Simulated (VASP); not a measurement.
# C in VASP: settings compared, part 2 of 2

VASP 6.6.1.

### Step 3. Single point, r2SCAN

This run uses another cell than the first one.

Input file POSCAR:

```
C
1.0
    2.4060301715      0.0000000000      0.0000000000
   -1.2030150858      2.0836832508      0.0000000000
    0.0000000000      0.0000000000      8.3497993649
C
2
Direct
    0.6666666667      0.3333333333      0.0000000000
    0.3333333333      0.6666666667      0.0000000000
```

Input file INCAR.step1:

```
SYSTEM = C
PREC = Accurate ; ENCUT = 520
ISMEAR = -1 ; SIGMA = 0.05
LREAL = .FALSE. ; LASPH = .TRUE.
NELM = 60 ; NBANDS = 11
GGA = PE ; ALGO = Normal
EDIFF = 1E-4 ; LWAVE = .TRUE.
LCHARG = .FALSE.
```

Input file INCAR.step2:

```
SYSTEM = C
PREC = Accurate ; ENCUT = 520
EDIFF = 1E-6 ; ISMEAR = -1
SIGMA = 0.05 ; LREAL = .FALSE.
LASPH = .TRUE. ; NELM = 60
ALGO = Normal ; ISIF = 2
LWAVE = .FALSE. ; LCHARG = .TRUE.
METAGGA = R2SCAN ; LMIXTAU = .TRUE.
LELF = .TRUE. ; LVHAR = .TRUE.
NBANDS = 11 ; ISTART = 1
```

Input file KPOINTS:

```
Automatic mesh
0
G
  12 12 3
  0 0 0
```

Potentials or basis: VASP PAW PBE potentials, release 64 (C).

Started as:

```
cat potpaw_PBE.64/C/POTCAR > POTCAR
cp INCAR.step1 INCAR
mpirun -np 1 vasp_std > vasp.out
cp INCAR.step2 INCAR
mpirun -np 1 vasp_std > vasp.out
```

OUTCAR:

```text
SYSTEM = C
   PREC = Accurate
   ENCUT = 520
   EDIFF = 1E-6
   ISMEAR = -1
   LREAL = .FALSE.
   LASPH = .TRUE.
   NELM = 60
   ISIF = 2
   METAGGA = R2SCAN
   ISTART = 1

 ion  position               nearest neighbor table
   1  0.667  0.333  0.000-   2 1.39   2 1.39   2 1.39
   2  0.333  0.667  0.000-   1 1.39   1 1.39   1 1.39

  LATTYP: Found a hexagonal cell.
 ALAT       =     2.4060301715
 C/A-ratio  =     3.4703635323

  Lattice vectors:

 A1 = (   2.4060301715,   0.0000000000,   0.0000000000)
 A2 = (  -1.2030150858,   2.0836832508,   0.0000000000)
 A3 = (   0.0000000000,   0.0000000000,   8.3497993649)

Analysis of symmetry for initial positions (statically):
=====================================================================
 Subroutine PRICEL returns:
 Original cell was already a primitive cell.

 Routine SETGRP: Setting up the symmetry group for a
 hexagonal supercell.

 Subroutine GETGRP returns: Found 24 space group operations
 (whereof 24 operations were pure point group operations)
 out of a pool of 24 trial point group operations.

The static configuration has the point symmetry D_6h.

Analysis of symmetry for dynamics (positions and initial velocities):
=====================================================================
 Subroutine PRICEL returns:
 Original cell was already a primitive cell.

 Routine SETGRP: Setting up the symmetry group for a
 hexagonal supercell.

 Subroutine GETGRP returns: Found 24 space group operations
 (whereof 24 operations were pure point group operations)
 out of a pool of 24 trial point group operations.

The dynamic configuration has the point symmetry D_6h.

 Subroutine INISYM returns: Found 24 space group operations
 (whereof 24 operations are pure point group operations),
 and found     1 'primitive' translations

----------------------------------------------------------------------------------------

[... 113 lines left out ...]
  volume/ion in A,a.u.               =      20.93       141.25
  Fermi-wavevector in a.u.,A,eV,Ry     =   0.942979  1.781971 12.098421  0.889209
  Thomas-Fermi vector in A             =   2.070641
   LORBIT       =      0    0 simple, 1 ext, 2 COOP (PROOUT), +10 PAW based schemes
   METAGGA = R2SCAN    functional components
   LHFCALC =     F    Hartree Fock is set to
   AEXX    =    0.0000 exact exchange contribution
   IVDW    =     0    specifies the selected vdW correction
   LEPSILON=     F    determine dielectric tensor
   LRPA    =     F    only Hartree local field effects (RPA)
 non-spin polarized calculation
  energy-cutoff  :      520.00
  volume of cell :       41.86
 maximum number of plane-waves:      1159
 NGX is ok and might be reduce to    18
   NGX =  9   NGY =  9   NGZ = 31

 number of electron       8.0000001 magnetization

 Free energy of the ion-electron system (eV)
  ---------------------------------------------------
  ext. energy  EPLUGINS =         0.00000000
  ---------------------------------------------------
  free energy    TOTEN  =       -19.77009259 eV

  energy without entropy =      -19.76816718  energy(sigma->0) =      -19.76912989

 E-fermi :  -0.3761     XC(G=0):  -5.2159

 val. band max:       -0.3761281953   @ k =   0.3333   0.3333   0.3333
 cond. band min:      -0.3760676548   @ k =   0.3333   0.3333   0.0000
 fundamental gap:      0.0000605404
 Fermi energy:        -0.3761080153

 k-point     1 :       0.0000    0.0000    0.0000
  band No.  band energies     occupation
      1     -21.7714      2.00000
      2      -8.9676      2.00000
      3      -3.5865      2.00000
      4      -3.5865      2.00000
      5       2.7852      0.00000
      6       5.3518      0.00000
      7       6.9089      0.00000
      8       8.7464      0.00000
      9       8.7464      0.00000
     10      12.9617      0.00000
     11      14.1981      0.00000
[... 309 lines left out ...]
 k-point    24 :       0.3333    0.0000    0.3333
  band No.  band energies     occupation
      1     -18.9198      2.00000
      2     -10.8807      2.00000
      3      -6.6992      2.00000
      4      -5.6110      2.00000
      5       5.1839      0.00000
      6       6.9287      0.00000
      7       7.9405      0.00000
      8       8.4124      0.00000
      9      12.1121      0.00000
     10      15.4551      0.00000
     11      17.0332      0.00000

 [... further k-points ...]
[... 5 lines left out ...]
  --------------------------------------------------------------------------------------
  -------------------------------------------------------------------------------------
  Total        3.1481220      3.1481220     -0.0142370     -0.0000000     -0.0000000      0.0000000
  in kB      120.4906455    120.4906455     -0.5449043     -0.0000000     -0.0000000      0.0000000
  external PRESSURE =      80.1454622 kB  Pullay stress =       0.0000000 kB

 VOLUME and BASIS-vectors are now :
 -----------------------------------------------------------------------------
  energy-cutoff  :      520.00
  volume of cell :       41.86
      direct lattice vectors                 reciprocal lattice vectors
     2.406030171  0.000000000  0.000000000     0.415622386  0.239959696  0.000000000
    -1.203015086  2.083683251  0.000000000     0.000000000  0.479919393  0.000000000
     0.000000000  0.000000000  8.349799365     0.000000000  0.000000000  0.119763357

 POSITION                                       TOTAL-FORCE (eV/Angst)
 -----------------------------------------------------------------------------------
      1.20302      0.69456      0.00000         0.000000     -0.000000      0.000000
     -0.00000      1.38912      0.00000        -0.000000      0.000000     -0.000000
 -----------------------------------------------------------------------------------
    total drift:                                0.000000     -0.000000      0.000000

  FREE ENERGIE OF THE ION-ELECTRON SYSTEM (eV)
  ---------------------------------------------------
  free  energy   TOTEN  =       -19.7700925911 eV

  energy  without entropy=      -19.7681671824  energy(sigma->0) =      -19.76912989
```

It took 46 s on 1 thread of Intel Xeon Platinum 8559C (Emerald Rapids), shared host; peak memory 0.15 GiB.

Results:

- Free energy: -19.7701 eV
- Band gap on the k mesh: zero (filled and empty bands touch)

Levels at points of the mesh, in eV from the Fermi level:
```csv
k point,band 1,band 2,band 3,band 4,band 5,band 6,band 7,band 8,band 9
"(0.00, 0.00, 0.00)",-21.40,-8.59,-3.21,-3.21,3.16,5.73,7.29,9.12,9.12
"(0.50, 0.00, 0.00)",-15.57,-14.53,-7.04,-2.67,1.83,8.40,11.61,11.69,13.57
```

Caveat: the PAW data sets were made with another functional, which shifts forces and pressure a little.

### Step 4. Single point, r2SCAN

This run uses another cell than the first one.

Input file POSCAR:

```
C
1.0
    2.4229746043      0.0000000000      0.0000000000
   -1.2114873021      2.0983575600      0.0000000000
    0.0000000000      0.0000000000      8.4086027063
C
2
Direct
    0.6666666667      0.3333333333      0.0000000000
    0.3333333333      0.6666666667      0.0000000000
```

Input file INCAR.step1:

```
ALGO = Normal ; EDIFF = 1E-4
ENCUT = 520 ; GGA = PE
ISMEAR = -1 ; LASPH = True
LCHARG = False ; LREAL = False
LWAVE = True ; NBANDS = 11
NELM = 60 ; PREC = Accurate
SIGMA = 0.05
```

Input file INCAR.step2:

```
ALGO = Normal ; EDIFF = 1E-6
ENCUT = 520 ; ISIF = 2
ISMEAR = -1 ; ISTART = 1
LASPH = True ; LCHARG = False
LMIXTAU = True ; LREAL = False
LWAVE = False ; METAGGA = R2SCAN
NBANDS = 11 ; NELM = 60
PREC = Accurate ; SIGMA = 0.05
```

Input file KPOINTS:

```
k-points
0
Gamma
  12 12 3
```

Started as:

```
cat potpaw_PBE.64/C/POTCAR > POTCAR
cp INCAR.step1 INCAR
mpirun -np 1 vasp_std > vasp.out
cp INCAR.step2 INCAR
mpirun -np 1 vasp_std > vasp.out
```

It took 48 s on 1 thread of Intel Xeon Platinum 8559C (Emerald Rapids), shared host; peak memory 0.15 GiB.

It converged, with:

* Free energy: -19.8070 eV
* Band gap on the k mesh: zero (filled and empty bands touch)

Levels at points of the mesh, in eV from the Fermi level:
```csv
k point,band 1,band 2,band 3,band 4,band 5,band 6,band 7,band 8,band 9
"(0.00, 0.00, 0.00)",-21.21,-8.44,-3.22,-3.22,3.24,5.76,7.30,8.98,8.98
"(0.50, 0.00, 0.00)",-15.49,-14.38,-6.97,-2.62,1.82,8.18,11.57,11.65,13.47
```

Caveat: the PAW data sets were made with another functional, which shifts forces and pressure a little.

### Step 5. Overview

```tsv
level	potentials or basis	cell	gap on the mesh (eV)
LDA	VASP PAW LDA potentials, release 64 (C)	a = 2.504, b = 2.504, c = 8.691 Å, angles 90.0, 90.0, 120.0°, 2 atoms	none
r2SCAN	VASP PAW PBE potentials, release 64 (C)	a = 2.406, b = 2.406, c = 8.350 Å, angles 90.0, 90.0, 120.0°, 2 atoms	none
r2SCAN	VASP PAW PBE potentials, release 64 (C)	a = 2.423, b = 2.423, c = 8.409 Å, angles 90.0, 90.0, 120.0°, 2 atoms	none
```

Alike in all rows: task single point; no spin polarisation; k mesh 12 × 12 × 3; cutoff (eV) 520; smearing fermi-dirac 0.05 eV.

Caveats: the PAW data sets were made with another functional, which shifts forces and pressure a little (at least some runs).

Absolute energies hang on the potentials; compare differences alone.
